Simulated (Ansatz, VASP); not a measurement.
## Two plane-wave programs on AlN

The input INCAR:

```
SYSTEM = AlN
  PREC = Accurate
  ENCUT = 520
  EDIFF = 1E-7
  ISMEAR = -1
  SIGMA = 0.02
  LREAL = .FALSE.
  LASPH = .TRUE.
  NELM = 100
  ALGO = Normal
  ISIF = 2
  LWAVE = .FALSE.
  LCHARG = .FALSE.
  GGA = PE
  NBANDS = 11
```

The input KPOINTS:

```
regular mesh
0
G
  10 10 10
  0 0 0
```

Contents of POSCAR:

```
AlN
1.0
    0.0168235484      2.1848764208      2.1848764208
    2.1848764208      0.0168235484      2.1848764208
    2.2016999692      2.2016999692      0.0000000000
Al N
1 1
Direct
    0.0010089038      0.0010089038     -0.0010089038
    0.2489910962      0.2489910962      0.2510089038
```

Input for Ansatz:

```yaml
crystal:
  lattice:
    - [0.0168235484, 2.1848764208, 2.1848764208]
    - [2.1848764208, 0.0168235484, 2.1848764208]
    - [2.2016999692, 2.2016999692, 0.0]
  atoms:
    - { symbol: Al, position: [0.0010089038, 0.0010089038, -0.0010089038] }
    - { symbol: "N", position: [0.2489910962, 0.2489910962, 0.2510089038] }
kpoints:
  mp_grid: { grid: [10, 10, 10] }
  band_path:
    path:
      - [0.0, 0.0, 0.0]
      - [-0.5, -0.5, 0.0]
      - [-0.375, -0.375, 0.25]
      - [-0.375, 0.0, 0.375]
      - [0.0, 0.0, 0.5]
      - [-0.5, -0.25, 0.25]
    npoints: 1
hamiltonian:
  xc: pbe
scf:
  occupations: { method: fermi_dirac, width: 0.02 }
  n_extra_bands: 4
output:
  forces: true
  stress: true
  eigenvalues: true
```

Change from the starting cell: shear_xy strain +1.5%.

Alike in both runs: task single point; functional PBE; k mesh 10 × 10 × 10; occupations fermi-dirac, width 0.02 eV; no spin polarisation.

|  | VASP | Ansatz |
| --- | --- | --- |
| version | VASP 6.6.1 | Ansatz 0.2.0 |
| potentials or method | VASP PAW PBE potentials, release 64 (Al, N) | plane waves, PAW |
| plane-wave cutoff (eV) | 520 | 420 |
| valence electrons in the cell | 8 | 8 |

|  | VASP | Ansatz | Ansatz less VASP |
| --- | --- | --- | --- |
| gap on the k mesh at the Fermi level (eV) | 3.24 | 3.25 | +0.009 |
| pressure (GPa) | 4.3 | 4.6 | +0.28 |
| traceless stress, the component that is largest in VASP (GPa) | -2.90 | -2.87 | +0.027 |
| rms of the force components (eV/Å) | 0.008 | 0.007 | -0.0003 |

Atom by atom the forces differ by 0.000 eV/Å (rms over components). The functional is the same, so the differences come from potentials, cutoffs and numerics.
